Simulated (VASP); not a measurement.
# Cd (P6_3/mmc) in VASP: further runs

The runs below take Cd through single point, with PBE.

Program: VASP 6.6.1. These are calculated values, not measurements. Logs are shortened: lines on timing, memory, paths and dates and some standing lists are left out, and cuts for length are marked.

## 1. The cell of the first run

The structure is hexagonal, space group P6_3/mmc (No. 194). Conventional cell: a = 3.015 Å, b = 3.015 Å, c = 5.828 Å, α = 90.00°, β = 90.00°, γ = 120.00°. Within 4.0 Å of Cd (site symmetry -6m2) lie 12 Cd at 3.01 to 3.39 Å.

## 2. Single point, PBE

INCAR reads:

```
SYSTEM = Cd
PREC = Accurate ; ENCUT = 500
EDIFF = 1E-6 ; ISMEAR = 0
SIGMA = 0.15 ; LREAL = .False.
LASPH = .True. ; NELM = 120
ALGO = Normal ; ISIF = 2
LWAVE = .False. ; LCHARG = .False.
GGA = PE ; NBANDS = 19
GGA_COMPAT = .False.
```

KPOINTS reads:

```
regular mesh
0
Gamma
  12 12 6
  0 0 0
```

POSCAR reads:

```
Cd
1.0
    3.0148489692      0.0000000000      0.0000000000
   -1.5074244846      2.6109357959      0.0000000000
    0.0000000000      0.0000000000      5.8276450431
Cd
2
Direct
    0.3333333333      0.6666666667      0.2500000000
    0.6666666667      0.3333333333      0.7500000000
```

Potentials or basis: VASP PAW PBE potentials, release 64 (Cd).

Run with:

```
cat potpaw_PBE.64/Cd/POTCAR > POTCAR
mpirun -np 1 vasp_std > vasp.out
```

OUTCAR:

```text
SYSTEM = Cd
   PREC = Accurate
   ENCUT = 500
   EDIFF = 1E-6
   ISMEAR = 0
   LREAL = .False.
   LASPH = .True.
   NELM = 120
   ISIF = 2
   GGA = PE

 ion  position               nearest neighbor table
   1  0.333  0.667  0.250-   2 3.39   2 3.39   2 3.39   2 3.39   2 3.39   2 3.39
   2  0.667  0.333  0.750-   1 3.39   1 3.39   1 3.39   1 3.39   1 3.39   1 3.39

  LATTYP: Found a hexagonal cell.
 ALAT       =     3.0148489692
 C/A-ratio  =     1.9329807571

  Lattice vectors:

 A1 = (   3.0148489692,   0.0000000000,   0.0000000000)
 A2 = (  -1.5074244846,   2.6109357959,   0.0000000000)
 A3 = (   0.0000000000,   0.0000000000,   5.8276450431)

Analysis of symmetry for initial positions (statically):
=====================================================================
 Subroutine PRICEL returns:
 Original cell was already a primitive cell.

 Routine SETGRP: Setting up the symmetry group for a
 hexagonal supercell.

 Subroutine GETGRP returns: Found 24 space group operations
 (whereof 12 operations were pure point group operations)
 out of a pool of 24 trial point group operations.

The static configuration has the point symmetry D_3d.
 The point group associated with its full space group is D_6h.

Analysis of symmetry for dynamics (positions and initial velocities):
=====================================================================
 Subroutine PRICEL returns:
 Original cell was already a primitive cell.

 Routine SETGRP: Setting up the symmetry group for a
 hexagonal supercell.

 Subroutine GETGRP returns: Found 24 space group operations
 (whereof 12 operations were pure point group operations)
 out of a pool of 24 trial point group operations.

The dynamic configuration has the point symmetry D_3d.
 The point group associated with its full space group is D_6h.

 Subroutine INISYM returns: Found 24 space group operations
 (whereof 12 operations are pure point group operations),
 and found     1 'primitive' translations

----------------------------------------------------------------------------------------

                                     Primitive cell

  volume of cell :      45.8728

  direct lattice vectors                    reciprocal lattice vectors
     3.014848969  0.000000000  0.000000000     0.331691574  0.191502220  0.000000000
    -1.507424485  2.610935796  0.000000000     0.000000000  0.383004439  0.000000000
     0.000000000  0.000000000  5.827645043     0.000000000  0.000000000  0.171595901

  length of vectors
     3.014848969  3.014848969  5.827645043     0.383004439  0.383004439  0.171595901
[... 74 lines left out ...]
   ICHARG =      2    charge: 1-file 2-atom 10-const
   ISPIN  =      1    spin polarized calculation?
   LNONCOLLINEAR =      F non collinear calculations
   LSORBIT =      F    spin-orbit coupling
   LASPH  =      T    aspherical Exc in radial PAW
   ENCUT  =  500.0 eV  36.75 Ry    6.06 a.u.   5.50  5.50 10.63*2*pi/ulx,y,z
   NELM   =    120;   NELMIN=  2; NELMDL= -5     # of ELM steps
   EDIFF  = 0.1E-05   stopping-criterion for ELM
   LREAL  =      F    real-space projection
[... 7 lines left out ...]
   TEBEG  =    0.0;   TEEND  =   0.0 temperature during run
   PSTRESS=    0.0 pullay stress
   NELECT =      24.0000    total number of electrons
   NUPDOWN=      -1.0000    fix difference up-down
   EMIN   =  10.00;   EMAX   =-10.00  energy-range for DOS
   EFERMI =   0.00;   METHOD = LEGACY
   ISMEAR =     0;   SIGMA  =   0.15  broadening in eV -4-tet -1-fermi 0-gaus
   EFERMI_NEDOS =   21; number of points for ismear=-14 and -15
   IALGO  =     38    algorithm
   IMIX   =      4    mixing-type and parameters
     AMIX     =   0.40;   BMIX     =  1.00
     AMIX_MAG =   1.60;   BMIX_MAG =  1.00
  volume/ion in A,a.u.               =      22.94       154.78
  Fermi-wavevector in a.u.,A,eV,Ry     =   1.319148  2.492829 23.676209  1.740152
  Thomas-Fermi vector in A             =   2.449067
   LORBIT       =      0    0 simple, 1 ext, 2 COOP (PROOUT), +10 PAW based schemes
   GGA     = PE    functional components
   LHFCALC =     F    Hartree Fock is set to
   AEXX    =    0.0000 exact exchange contribution
   IVDW    =     0    specifies the selected vdW correction
   LEPSILON=     F    determine dielectric tensor
   LRPA    =     F    only Hartree local field effects (RPA)
 non-spin polarized calculation
 Gauss-broadening in eV      SIGMA  =   0.15
  energy-cutoff  :      500.00
  volume of cell :       45.87
 maximum number of plane-waves:      1191
 NGX is ok and might be reduce to    24

 number of electron      23.9999993 magnetization

 Free energy of the ion-electron system (eV)
  ---------------------------------------------------
  ext. energy  EPLUGINS =         0.00000000
  ---------------------------------------------------
  free energy    TOTEN  =        -1.50239978 eV

  energy without entropy =       -1.49673928  energy(sigma->0) =       -1.49956953

 E-fermi :   2.5994     XC(G=0): -10.7083

 val. band max:        2.5749165938   @ k =   0.5000   0.0000   0.5000
 cond. band min:       2.6268497533   @ k =   0.1667   0.0833   0.1667
 fundamental gap:      0.0519331595
 Fermi energy:         2.5994400309

 k-point     1 :       0.0000    0.0000    0.0000
  band No.  band energies     occupation
      1      -7.1330      2.00000
      2      -6.9336      2.00000
      3      -6.5823      2.00000
      4      -6.5823      2.00000
      5      -6.5435      2.00000
      6      -6.5435      2.00000
[... 505 lines left out ...]
      6      -6.2460      2.00000
[... 11 lines left out ...]
     18      14.3888      0.00000
     19      15.3546      0.00000

 [... further k-points ...]

------------------------ aborting loop because EDIFF is reached ----------------------------------------

  FORCE on cell =-STRESS in cart. coord.  units (eV):
  Direction    XX          YY          ZZ          XY          YZ          ZX
  --------------------------------------------------------------------------------------
  -------------------------------------------------------------------------------------
  Total       -0.0342830     -0.0342830      0.3100962      0.0000000      0.0000000      0.0000000
  in kB       -1.1973865     -1.1973865     10.8305905      0.0000000      0.0000000      0.0000000
  external PRESSURE =       2.8119392 kB  Pullay stress =       0.0000000 kB

 VOLUME and BASIS-vectors are now :
 -----------------------------------------------------------------------------
  energy-cutoff  :      500.00
  volume of cell :       45.87
      direct lattice vectors                 reciprocal lattice vectors
     3.014848969  0.000000000  0.000000000     0.331691574  0.191502220  0.000000000
    -1.507424485  2.610935796  0.000000000     0.000000000  0.383004439  0.000000000
     0.000000000  0.000000000  5.827645043     0.000000000  0.000000000  0.171595901

 POSITION                                       TOTAL-FORCE (eV/Angst)
 -----------------------------------------------------------------------------------
     -0.00000      1.74062      1.45691        -0.000000     -0.000000      0.000000
      1.50742      0.87031      4.37073         0.000000      0.000000      0.000000
 -----------------------------------------------------------------------------------
    total drift:                               -0.000000      0.000000      0.000000

  FREE ENERGIE OF THE ION-ELECTRON SYSTEM (eV)
  ---------------------------------------------------
  free  energy   TOTEN  =        -1.5023997821 eV

  energy  without entropy=       -1.4967392817  energy(sigma->0) =       -1.49956953
```

stdout:

```text
POSCAR found type information on POSCAR Cd
 POSCAR found :  1 types and       2 ions
 scaLAPACK will be used
 LDA part: xc-table for (Slater+PW92), standard interpolation
 POSCAR, INCAR and KPOINTS ok, starting setup
 FFT: planning ... GRIDC
 FFT: planning ... GRID_SOFT
 FFT: planning ... GRID
 WAVECAR not read
 entering main loop
```

Wall time 55 s (1 thread of AMD EPYC 7R43 (Zen 3), shared host); peak memory 0.15 GiB.

What came out:

```
Free energy            : -1.5024 eV
Pressure               : 0.3 GPa
Band gap on the k mesh : zero (band 12 reaches 3.70 eV, above the bottom of band 13 at -0.29 eV)
```

## 3. Single point, PBE

This run uses another cell than the first one: it holds 4 atoms, not 2.

INCAR reads:

```
PREC     = Accurate       # precision mode
ENCUT    = 500            # plane-wave cutoff, eV
EDIFF    = 1E-6           # SCF threshold, eV
ISMEAR   = 0              # smearing method
SIGMA    = 0.15           # smearing width, eV
LREAL    = F              # projectors in reciprocal space
LASPH    = T              # aspherical terms in the spheres
NELM     = 120            # most SCF steps
ALGO     = Normal         # electronic algorithm
ISIF     = 2              # what is computed and relaxed
LWAVE    = F              # write WAVECAR
LCHARG   = T              # write CHGCAR
GGA      = PE             # functional
LELF     = T              # ELF
LVHAR    = T            
NBANDS   = 32             # bands
GGA_COMPAT= F
```

KPOINTS reads:

```
Automatic mesh
0
Gamma
  12 12 4
```

POSCAR reads:

```
Cd
1.0
    3.0148489692      0.0000000000      0.0000000000
   -1.5074244846      2.6109357959      0.0000000000
    0.0000000000      0.0000000000     11.6552900861
Cd
4
Direct
    0.3333333333      0.6666666667      0.1250000000
    0.3333333333      0.6666666667      0.6250000000
    0.6666666667      0.3333333333      0.3750000000
    0.6666666667      0.3333333333      0.8750000000
```

Potentials or basis: VASP PAW PBE potentials, release 64 (Cd).

Run with:

```
cat potpaw_PBE.64/Cd/POTCAR > POTCAR
mpirun -np 1 vasp_std > vasp.out
```

Run time: 2.8 min. Hardware: 1 thread of AMD EPYC 7R43 (Zen 3), shared host; peak memory 0.24 GiB.

It converged, with:

```yaml
Free_energy: -2.9995 eV
Pressure: 0.3 GPa
Band_gap_on_the_k_mesh: zero (band 24 reaches 3.70 eV, above the bottom of band 25 at -0.29 eV)
```

Stress tensor (GPa, compression positive):
```
-0.05  0.00  0.00
 0.00 -0.05  0.00
 0.00  0.00  0.85
```

Levels at points of the mesh, in eV from the Fermi level:
| k point | band 21 | band 22 | band 23 | band 24 | band 25 | band 26 | band 27 | band 28 |
| --- | --- | --- | --- | --- | --- | --- | --- | --- |
| (0.00, 0.00, 0.00) | -8.55 | -7.19 | -7.19 | -3.42 | -2.95 | 3.08 | 3.08 | 9.48 |
| (0.50, 0.00, 0.00) | -2.22 | -1.82 | -1.45 | -1.45 | -0.09 | -0.09 | 1.64 | 2.65 |
| (0.00, 0.00, 0.50) | -8.21 | -8.21 | -5.51 | -5.51 | -0.29 | -0.29 | 6.78 | 6.78 |
| (0.50, 0.00, 0.50) | -1.95 | -1.95 | -1.66 | -1.66 | 0.74 | 0.74 | 0.84 | 0.84 |

## 4. Single point, PBE (strained)

INCAR reads:

```
PREC = Accurate
ENCUT = 520
EDIFF = 1E-6
ISMEAR = 0
SIGMA = 0.1
LREAL = F
LASPH = T
NELM = 80
ALGO = Fast
ISIF = 2
LWAVE = F
LCHARG = F
GGA = PE
NBANDS = 19
```

KPOINTS reads:

```
Automatic mesh
0
Gamma
  18 18 8
```

POSCAR reads:

```
Cd
1.0
    3.0032098965      0.0000000000      0.0000000000
   -1.5016049482      2.6008560632      0.0000000000
    0.0000000000      0.0000000000      5.1579577005
Cd
2
Direct
    0.3333333333      0.6666666667      0.2500000000
    0.6666666667      0.3333333333      0.7500000000
```

Run with:

```
cat potpaw_PBE.64/Cd/POTCAR > POTCAR
mpirun -np 1 vasp_std > vasp.out
```

Wall time 70 s (1 thread of Intel Xeon Platinum 8488C (Sapphire Rapids), shared host); peak memory 0.23 GiB.

It converged, with:

* Free energy: -1.3753 eV
* Pressure: 7.4 GPa
* Band gap on the k mesh: zero (band 12 reaches 4.93 eV, above the bottom of band 13 at 1.62 eV)

Stress tensor (GPa, compression positive):
```
7.10 0.00 0.00
0.00 7.10 0.00
0.00 0.00 7.86
```

Levels at points of the mesh, in eV from the Fermi level:
```
           k point  band 10  band 11  band 12  band 13  band 14  band 15
(0.00, 0.00, 0.00)    -8.64    -8.64    -3.08    -1.98    13.51    13.79
(0.50, 0.00, 0.00)    -8.44    -2.93    -2.42     2.57     3.07     3.92
(0.00, 0.00, 0.50)    -8.81    -7.74    -7.74     5.49     5.49    14.14
(0.50, 0.00, 0.50)    -8.46    -1.97    -1.97    -0.13    -0.13     9.49
```

Caveat: the cell differs from its parent crystal (strained).

## 5. Summary

```csv
cell,k mesh,cutoff (eV),smearing,gap on the mesh (eV),pressure (GPa)
"a = 3.015, b = 3.015, c = 5.828 Å, angles 90.0, 90.0, 120.0°, 2 atoms",12 × 12 × 6,500,gaussian 0.15 eV,none,0.3
"a = 3.015, b = 3.015, c = 11.655 Å, angles 90.0, 90.0, 120.0°, 4 atoms",12 × 12 × 4,500,gaussian 0.15 eV,none,0.3
"a = 3.003, b = 3.003, c = 5.158 Å, angles 90.0, 90.0, 120.0°, 2 atoms",18 × 18 × 8,520,gaussian 0.1 eV,none,7.4
```

Alike in all rows: task single point; level PBE; potentials or basis VASP PAW PBE potentials, release 64 (Cd); no spin polarisation.

Absolute energies hang on the potentials; compare differences alone.
